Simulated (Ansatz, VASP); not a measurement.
**Lu in VASP and in Ansatz**

POSCAR

```
Lu
1.0
    3.5048186286      0.0000000000      0.0000000000
   -1.7524093143      3.0352619680      0.0000000000
    0.0000000000      0.0000000000      5.4696750779
Lu
2
Direct
    0.3333333333      0.6666666667      0.2500000000
    0.6666666667      0.3333333333      0.7500000000
```

Contents of INCAR.step1:

```
SYSTEM = Lu
  PREC = Accurate
  ENCUT = 520
  ISMEAR = -1
  SIGMA = 0.1
  LREAL = .False.
  LASPH = .True.
  NELM = 60
  NBANDS = 32
  GGA = PE
  ALGO = Normal
  EDIFF = 1E-4
  LWAVE = .True.
  LCHARG = .False.
```

Contents of INCAR.step2:

```
SYSTEM = Lu
  PREC = Accurate
  ENCUT = 520
  EDIFF = 1E-6
  ISMEAR = -1
  SIGMA = 0.1
  LREAL = .False.
  LASPH = .True.
  NELM = 60
  ALGO = Normal
  ISIF = 2
  LWAVE = .False.
  LCHARG = .False.
  METAGGA = R2SCAN
  LMIXTAU = .True.
  NBANDS = 32
  ISTART = 1
```

Contents of KPOINTS:

```
regular mesh
0
Gamma
  8 8 5
  0 0 0
```

Input for Ansatz:

```yaml
crystal:
  lattice:
    - [3.5048186286, 0.0, 0.0]
    - [-1.7524093143, 3.035261968, 0.0]
    - [0.0, 0.0, 5.4696750779]
  atoms:
    - { symbol: Lu, position: [0.3333333333, 0.6666666667, 0.25] }
    - { symbol: Lu, position: [0.6666666667, 0.3333333333, 0.75] }
hamiltonian:
  xc: r2scan
  pseudopotentials:
    kind: paw
    azcp:
      Lu: "pseudopotentials/Lu.paw.azcp"
basis:
  ecutwfc: 500
  fft_grid_basis: typed
kpoints:
  mp_grid: { grid: [8, 8, 5], shift: [0, 0, 0] }
magnetization:
  spin_polarized: false
scf:
  occupations: { method: fermi_dirac, width: 0.1 }
  lower_state_search: "off"
output:
  stress: true
```

Alike in both runs: task single point; functional r2SCAN; k mesh 8 × 8 × 5; occupations fermi-dirac, width 0.1 eV; no spin polarisation.

|  | VASP | Ansatz |
| --- | --- | --- |
| version | VASP 6.6.1 | Ansatz 0.2.0 |
| potentials or method | VASP PAW PBE potentials, release 64 (Lu), cutoff 520 eV | plane waves (500 eV) with PAW, scalar-relativistic |
| valence electrons in the cell | 50 | 50 |

VASP gave:

```
pressure (GPa)                                                : 0.4
traceless stress, the component that is largest in VASP (GPa) : 0.16
```

**Question.** Estimate Ansatz's values.

**Answer.** Pressure (GPa): 0.1; traceless stress, the component that is largest in VASP (GPa): 0.11.

VASP's potentials were made for PBE, not for r2SCAN.

Spin-orbit coupling is off throughout.
